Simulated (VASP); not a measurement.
# K (Cmcm) in VASP: single point with PBEsol

Aim: the single point of K with PBEsol.

Program: VASP 6.6.1. These are calculated values, not measurements. Logs are shortened: lines on timing, memory, paths and dates and some standing lists are left out, and cuts for length are marked.

## (1) The cell of the first run

Symmetry: Cmcm, No. 63, orthorhombic system. Conventional cell: a = 4.698 Å, b = 8.049 Å, c = 7.528 Å, α = 90.00°, β = 90.00°, γ = 90.00°.

## (2) Single point, PBEsol

Contents of INCAR:

```
SYSTEM = K
PREC = Accurate
ENCUT = 520
EDIFF = 1E-7
ISMEAR = 0
SIGMA = 0.1
LREAL = .FALSE.
LASPH = .TRUE.
NELM = 100
ALGO = Fast
ISIF = 2
LWAVE = .FALSE.
LCHARG = .FALSE.
GGA = PS
NBANDS = 16
```

Contents of KPOINTS:

```
regular mesh
0
G
  10 10 6
  0 0 0
```

Contents of POSCAR:

```
K
1.0
    2.3491140167     -4.0243064581      0.0000000000
    2.3491140167      4.0243064581      0.0000000000
    0.0000000000      0.0000000000      7.5280350942
K
2
Direct
    0.8308971042      0.1691028958      0.2500000000
    0.1691028958      0.8308971042      0.7500000000
```

Potentials or basis: VASP PAW PBE potentials, release 64 (K_sv).

Launch:

```bash
$ cat potpaw_PBE.64/K_sv/POTCAR > POTCAR
$ mpirun -np 1 vasp_std > vasp.out
```

OUTCAR:

```text
SYSTEM = K
   PREC = Accurate
   ENCUT = 520
   EDIFF = 1E-7
   ISMEAR = 0
   LREAL = .FALSE.
   LASPH = .TRUE.
   NELM = 100
   ISIF = 2
   GGA = PS

 ion  position               nearest neighbor table
   1  0.831  0.169  0.250-
   2  0.169  0.831  0.750-

  LATTYP: Found a base centered orthorhombic cell.
 ALAT       =     4.6982280334
 B/A-ratio  =     1.7131167025
 C/A-ratio  =     1.6023136895

  Lattice vectors:

 A1 = (   2.3491140167,  -4.0243064581,   0.0000000000)
 A2 = (   2.3491140167,   4.0243064581,   0.0000000000)
 A3 = (   0.0000000000,   0.0000000000,   7.5280350942)

Analysis of symmetry for initial positions (statically):
=====================================================================
 Subroutine PRICEL returns:
 Original cell was already a primitive cell.

 Routine SETGRP: Setting up the symmetry group for a
 base centered orthorhombic supercell.

 Subroutine GETGRP returns: Found  8 space group operations
 (whereof  4 operations were pure point group operations)
 out of a pool of  8 trial point group operations.

The static configuration has the point symmetry C_2h.
 The point group associated with its full space group is D_2h.

Analysis of symmetry for dynamics (positions and initial velocities):
=====================================================================
 Subroutine PRICEL returns:
 Original cell was already a primitive cell.

 Routine SETGRP: Setting up the symmetry group for a
 base centered orthorhombic supercell.

 Subroutine GETGRP returns: Found  8 space group operations
 (whereof  4 operations were pure point group operations)
 out of a pool of  8 trial point group operations.

The dynamic configuration has the point symmetry C_2h.
 The point group associated with its full space group is D_2h.

 Subroutine INISYM returns: Found  8 space group operations
 (whereof  4 operations are pure point group operations),
 and found     1 'primitive' translations

----------------------------------------------------------------------------------------

                                     Primitive cell

  volume of cell :     142.3334

  direct lattice vectors                    reciprocal lattice vectors
     2.349114017 -4.024306458  0.000000000     0.212846203 -0.124245011  0.000000000
[... 82 lines left out ...]
   LSORBIT =      F    spin-orbit coupling
   LASPH  =      T    aspherical Exc in radial PAW
   ENCUT  =  520.0 eV  38.22 Ry    6.18 a.u.   8.66  8.66 14.00*2*pi/ulx,y,z
   NELM   =    100;   NELMIN=  2; NELMDL= -5     # of ELM steps
   EDIFF  = 0.1E-06   stopping-criterion for ELM
   LREAL  =      F    real-space projection
   EDIFFG = 0.1E-05   stopping-criterion for IOM
   NSW    =      0    number of steps for IOM
   IBRION =     -1    ionic relax: 0-MD 1-quasi-New 2-CG
   NFREE  =      0    steps in history (QN), initial steepest desc. (CG)
   ISIF   =      2    stress and relaxation
   ISYM   =      2    0-nonsym 1-usesym 2-fastsym
   POTIM  = 0.5000    time-step for ionic-motion
   TEBEG  =    0.0;   TEEND  =   0.0 temperature during run
   PSTRESS=    0.0 pullay stress
   NELECT =      18.0000    total number of electrons
   NUPDOWN=      -1.0000    fix difference up-down
   EMIN   =  10.00;   EMAX   =-10.00  energy-range for DOS
   EFERMI =   0.00;   METHOD = LEGACY
   ISMEAR =     0;   SIGMA  =   0.10  broadening in eV -4-tet -1-fermi 0-gaus
   EFERMI_NEDOS =   21; number of points for ismear=-14 and -15
   IALGO  =     68    algorithm
   IMIX   =      4    mixing-type and parameters
     AMIX     =   0.40;   BMIX     =  1.00
     AMIX_MAG =   1.60;   BMIX_MAG =  1.00
  volume/ion in A,a.u.               =      71.17       480.26
  Fermi-wavevector in a.u.,A,eV,Ry     =   0.821732  1.552848  9.187240  0.675243
  Thomas-Fermi vector in A             =   1.932942
   LORBIT       =      0    0 simple, 1 ext, 2 COOP (PROOUT), +10 PAW based schemes
   GGA     = PS    functional components
   LHFCALC =     F    Hartree Fock is set to
   AEXX    =    0.0000 exact exchange contribution
   IVDW    =     0    specifies the selected vdW correction
   LEPSILON=     F    determine dielectric tensor
   LRPA    =     F    only Hartree local field effects (RPA)
 non-spin polarized calculation
 RMM-DIIS sequential band-by-band and
 Gauss-broadening in eV      SIGMA  =   0.10
  energy-cutoff  :      520.00
  volume of cell :      142.33
 maximum number of plane-waves:      3849
   NGX = 17   NGY = 17   NGZ = 27

 number of electron      18.0000001 magnetization

 Free energy of the ion-electron system (eV)
  ---------------------------------------------------
  ext. energy  EPLUGINS =         0.00000000
  ---------------------------------------------------
  free energy    TOTEN  =        -2.27270016 eV

  energy without entropy =       -2.26586822  energy(sigma->0) =       -2.26928419

 E-fermi :  -0.1116     XC(G=0):  -5.7784

 val. band max:       -0.1489311340   @ k =   0.5000   0.3000   0.3333
 cond. band min:      -0.0930195001   @ k =   0.4000   0.0000   0.5000
 fundamental gap:      0.0559116339
 Fermi energy:        -0.1115615626

 k-point     1 :       0.0000    0.0000    0.0000
  band No.  band energies     occupation
      1     -32.0630      2.00000
      2     -32.0582      2.00000
      3     -15.6498      2.00000
      4     -15.5837      2.00000
      5     -15.5823      2.00000
      6     -15.5717      2.00000
[... 433 lines left out ...]
      3     -15.6287      2.00000
      4     -15.6193      2.00000
      5     -15.6126      2.00000
      6     -15.6073      2.00000
[... 8 lines left out ...]
     15       2.9236      0.00000
     16       3.9630      0.00000

 [... further k-points ...]

------------------------ aborting loop because EDIFF is reached ----------------------------------------

  FORCE on cell =-STRESS in cart. coord.  units (eV):
  Direction    XX          YY          ZZ          XY          YZ          ZX
  --------------------------------------------------------------------------------------
  -------------------------------------------------------------------------------------
  Total       -0.0264776     -0.0046369      0.0029459      0.0000000      0.0000000      0.0000000
  in kB       -0.2980450     -0.0521954      0.0331602      0.0000000      0.0000000      0.0000000
  external PRESSURE =      -0.1056934 kB  Pullay stress =       0.0000000 kB

 VOLUME and BASIS-vectors are now :
 -----------------------------------------------------------------------------
  energy-cutoff  :      520.00
  volume of cell :      142.33
      direct lattice vectors                 reciprocal lattice vectors
     2.349114017 -4.024306458  0.000000000     0.212846203 -0.124245011  0.000000000
     2.349114017  4.024306458  0.000000000     0.212846203  0.124245011  0.000000000
     0.000000000  0.000000000  7.528035094     0.000000000  0.000000000  0.132836788

 POSITION                                       TOTAL-FORCE (eV/Angst)
 -----------------------------------------------------------------------------------
      2.34911     -2.66326      1.88201         0.000000      0.000155      0.000000
      2.34911      2.66326      5.64603         0.000000     -0.000155     -0.000000
 -----------------------------------------------------------------------------------
    total drift:                                0.000000      0.000000     -0.000000

  FREE ENERGIE OF THE ION-ELECTRON SYSTEM (eV)
  ---------------------------------------------------
  free  energy   TOTEN  =        -2.2727001571 eV

  energy  without entropy=       -2.2658682229  energy(sigma->0) =       -2.26928419
```

OSZICAR:

```text
N       E                     dE             d eps       ncg     rms          rms(c)
DAV:   1     0.112600256636E+03    0.11260E+03   -0.76850E+03  3968   0.896E+02
DAV:   2     0.616439518058E+01   -0.10644E+03   -0.10388E+03  4832   0.264E+02
DAV:   3    -0.192530842549E+01   -0.80897E+01   -0.80483E+01  7456   0.513E+01
DAV:   4    -0.227113319557E+01   -0.34582E+00   -0.34572E+00  5648   0.838E+00
DAV:   5    -0.227748236582E+01   -0.63492E-02   -0.63491E-02  6560   0.890E-01    0.284E+00
RMM:   6    -0.227354870541E+01    0.39337E-02   -0.54547E-03  5077   0.485E-01    0.187E+00
RMM:   7    -0.227259661537E+01    0.95209E-03   -0.13428E-02  5511   0.640E-01    0.153E-01
RMM:   8    -0.227262778309E+01   -0.31168E-04   -0.22515E-03  5867   0.378E-01    0.483E-02
RMM:   9    -0.227268090089E+01   -0.53118E-04   -0.31314E-04  6316   0.821E-02    0.304E-02
RMM:  10    -0.227269579989E+01   -0.14899E-04   -0.52278E-05  6733   0.395E-02    0.422E-03
RMM:  11    -0.227269850891E+01   -0.27090E-05   -0.22318E-05  7235   0.188E-02    0.230E-03
RMM:  12    -0.227269932160E+01   -0.81269E-06   -0.59630E-06  6944   0.100E-02    0.129E-03
RMM:  13    -0.227269974723E+01   -0.42563E-06   -0.27914E-06  6512   0.662E-03    0.985E-04
RMM:  14    -0.227269998771E+01   -0.24048E-06   -0.10528E-06  5922   0.439E-03    0.410E-04
RMM:  15    -0.227270013705E+01   -0.14934E-06   -0.54529E-07  5383   0.326E-03    0.598E-05
RMM:  16    -0.227270015709E+01   -0.20041E-07   -0.30825E-07  4704   0.243E-03
   1 F= -.22727002E+01 E0= -.22692842E+01  d E =-.683193E-02
```

Wall time 4 min (1 thread of Intel Xeon Platinum 8259CL at 2.50GHz (Skylake/Cascade Lake), shared host); peak memory 0.39 GiB.

What came out:

| Quantity | Value |
| --- | --- |
| Free energy | -2.2727 eV |
| Pressure | 0.0 GPa |
| Band gap on the k mesh | zero (bands 9 and 10 overlap by 2.37 eV) |

Levels at points of the mesh, in eV from the Fermi level:
| k point | band 5 | band 6 | band 7 | band 8 | band 9 | band 10 | band 11 | band 12 | band 13 | band 14 |
| --- | --- | --- | --- | --- | --- | --- | --- | --- | --- | --- |
| (0.00, 0.00, 0.00) | -15.47 | -15.46 | -15.46 | -15.46 | -2.19 | 0.37 | 0.62 | 4.05 | 4.16 | 4.27 |
| (0.50, 0.00, 0.00) | -15.50 | -15.49 | -15.48 | -15.47 | 0.11 | 0.24 | 1.67 | 1.99 | 2.35 | 2.83 |
| (0.50, 0.50, 0.00) | -15.50 | -15.49 | -15.48 | -15.47 | 0.14 | 0.28 | 1.66 | 1.97 | 2.42 | 2.87 |
| (0.00, 0.00, 0.50) | -15.47 | -15.47 | -15.47 | -15.47 | -1.44 | -1.44 | 2.85 | 2.85 | 4.11 | 4.11 |
| (0.50, 0.00, 0.50) | -15.48 | -15.48 | -15.48 | -15.48 | 0.62 | 0.62 | 0.88 | 0.88 | 3.13 | 3.13 |
| (0.50, 0.50, 0.50) | -15.48 | -15.48 | -15.48 | -15.48 | 0.65 | 0.65 | 0.91 | 0.91 | 3.13 | 3.13 |

Caveat: the PAW data sets were made with another functional, which shifts forces and pressure a little.
